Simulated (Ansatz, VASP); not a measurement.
Si: VASP beside Ansatz

The input INCAR:

```
SYSTEM = Si
PREC = Accurate
ENCUT = 520
EDIFF = 1E-6
ISMEAR = 0
SIGMA = 0.1
LREAL = .FALSE.
LASPH = .TRUE.
NELM = 80
ALGO = Normal
ISIF = 2
LWAVE = .FALSE.
LCHARG = .FALSE.
LDIPOL = .TRUE.
IDIPOL = 3
DIPOL = 0.5 0.5 0.385
GGA = PE
IVDW = 12
NBANDS = 16
```

File KPOINTS:

```
regular mesh
0
G
  9 9 1
  0 0 0
```

File POSCAR:

```
Si
1.0
    3.8472023583      0.0000000000      0.0000000000
   -1.9236011792      3.3317749758      0.0000000000
    0.0000000000      0.0000000000     18.4446971468
Si
4
Direct
    0.3333333333      0.6666666667      0.2695814702
    0.6666666667      0.3333333333      0.2439725610
    0.0000000000      1.3333333333      0.5256089091
    0.3333333333      1.0000000000      0.5000000000
```

Input for Ansatz:

```yaml
crystal:
  lattice:
    - [3.8472023583, 0.0, 0.0]
    - [-1.9236011791, 3.3317749758, 0.0]
    - [0.0, 0.0, 18.4446971457]
  atoms:
    - { symbol: Si, position: [0.3333333333, 0.6666666667, 0.2695814701] }
    - { symbol: Si, position: [0.6666666667, 0.3333333333, 0.243972561] }
    - { symbol: Si, position: [0.0, 1.3333333333, 0.5256089091] }
    - { symbol: Si, position: [0.3333333333, 1.0, 0.5] }
basis:
  ecutwfc: 420
kpoints:
  mp_grid: { grid: [9, 9, 1] }
hamiltonian:
  xc: pbe
  dispersion: d3bj
scf:
  occupations: { method: gaussian, width: 0.1 }
output:
  forces: true
  eigenvalues: true
efield:
  axis: 3
  dipole_correction: true
  ramp_width: 0.04
```

Alike in both runs: task single point; functional PBE; dispersion D3(BJ); k mesh 9 × 9 × 1; occupations gaussian, width 0.1 eV; no spin polarisation.

|  | VASP | Ansatz |
| --- | --- | --- |
| version | VASP 6.6.1 | Ansatz 0.2.0 |
| potentials or method | VASP PAW PBE potentials, release 64 (Si), cutoff 520 eV | scalar-relativistic, plane waves, PAW |
| valence electrons in the cell | 16 | 16 |

|  | VASP | Ansatz | Ansatz less VASP |
| --- | --- | --- | --- |
| gap on the k mesh at the Fermi level (eV) | 0.23 | 0.23 | 0.000 |
| least direct gap on the mesh (eV) | 0.23 | 0.23 | 0.000 |
| rms of the force components (eV/Å) | 0.052 | 0.054 | +0.0018 |

Atom by atom the forces differ by 0.004 eV/Å (rms over components).
